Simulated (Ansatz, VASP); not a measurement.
# SeS: VASP beside Ansatz

INCAR

```
  PREC = Accurate
  ENCUT = 520
  EDIFF = 1E-6
  ISMEAR = -1
  SIGMA = 0.1
  LREAL = False
  LASPH = True
  NELM = 100
  ALGO = Normal
  ISIF = 2
  LWAVE = False
  LCHARG = False
  GGA = PE
  NBANDS = 34
```

File KPOINTS:

```
Automatic mesh
0
Gamma
  3 9 9
```

POSCAR

```
SeS
1.0
  -13.3204460000      0.0000000000      0.0000000000
    0.0000000000     -3.1925900000      2.5132650000
    0.0000000000      3.1925900000      2.5132650000
S Se
4 4
Direct
    0.8336100000      0.9389000000      0.0611000000
    0.1663900000      0.0611000000      0.9389000000
    0.6663900000      0.4389000000      0.5611000000
    0.3336100000      0.5611000000      0.4389000000
    0.9481600000      0.1849000000      0.4403000000
    0.0518400000      0.4403000000      0.1849000000
    0.5518400000      0.6849000000      0.9403000000
    0.4481600000      0.9403000000      0.6849000000
```

Input for Ansatz:

```yaml
crystal:
  lattice:
    - [-13.320446, 0.0, 0.0]
    - [0.0, -3.19259, 2.513265]
    - [0.0, 3.19259, 2.513265]
  atoms:
    - { symbol: S, position: [0.83361, 0.9389, 0.0611] }
    - { symbol: S, position: [0.16639, 0.0611, 0.9389] }
    - { symbol: S, position: [0.66639, 0.4389, 0.5611] }
    - { symbol: S, position: [0.33361, 0.5611, 0.4389] }
    - { symbol: Se, position: [0.94816, 0.1849, 0.4403] }
    - { symbol: Se, position: [0.05184, 0.4403, 0.1849] }
    - { symbol: Se, position: [0.55184, 0.6849, 0.9403] }
    - { symbol: Se, position: [0.44816, 0.9403, 0.6849] }
  symmetry: { tolerance: 0.0003 }
kpoints:
  mp_grid: { grid: [3, 9, 9], shift: [0, 0, 0] }
  band_path:
    path:
      - [0.0, 0.0, 0.0]
      - [0.0, -0.5, 0.5]
      - [0.0, -0.40492813, 0.59507187]
      - [0.0, 0.40492813, 0.40492813]
      - [0.0, 0.0, 0.0]
      - [-0.5, 0.0, 0.0]
      - [-0.5, 0.40492813, 0.40492813]
      - [-0.5, -0.40492813, 0.59507187]
      - [-0.5, -0.5, 0.5]
      - [0.0, -0.5, 0.5]
      - [0.0, 0.0, 0.0]
    npoints: 6
magnetization:
  spin_polarized: false
scf:
  occupations: { method: fermi_dirac }
  lower_state_search: "off"
  max_iter: 200
hamiltonian:
  pseudopotentials: { kind: paw }
  xc: pbe
basis:
  ecutwfc: 420
  fft_grid_basis: typed
output:
  forces: true
  stress: true
  eigenvalues: true
  bader: true
  populations: true
  elf: true
  write_potential: true
  volumetric_format: npy
  dos:
    e_range: [-12, 8]
    de: 0.05
    projected: { site_lists: { S: [S], Se: [Se] } }
checkpoint:
  read: saved_state
```

Alike in both runs: task single point; functional PBE; k mesh 3 × 9 × 9; no spin polarisation.

|  | VASP | Ansatz |
| --- | --- | --- |
| version | VASP 6.6.1 | Ansatz 0.2.0 |
| potentials or method | VASP PAW PBE potentials, release 64 (S, Se), cutoff 520 eV | PAW plane waves |
| occupations | fermi-dirac, width 0.1 eV | fermi-dirac |
| valence electrons in the cell | 48 | 88 |

|  | VASP | Ansatz | Ansatz less VASP |
| --- | --- | --- | --- |
| pressure (GPa) | 2.7 | 2.7 | -0.04 |
| traceless stress, the component that is largest in VASP (GPa) | 5.54 | 5.43 | -0.110 |
| rms of the force components (eV/Å) | 1.938 | 1.897 | -0.0411 |

Atom by atom the forces differ by 0.041 eV/Å (rms over components). VASP's potentials hold 48 valence electrons a cell and Ansatz's 88, so a difference there can come from the potentials and not from the codes.
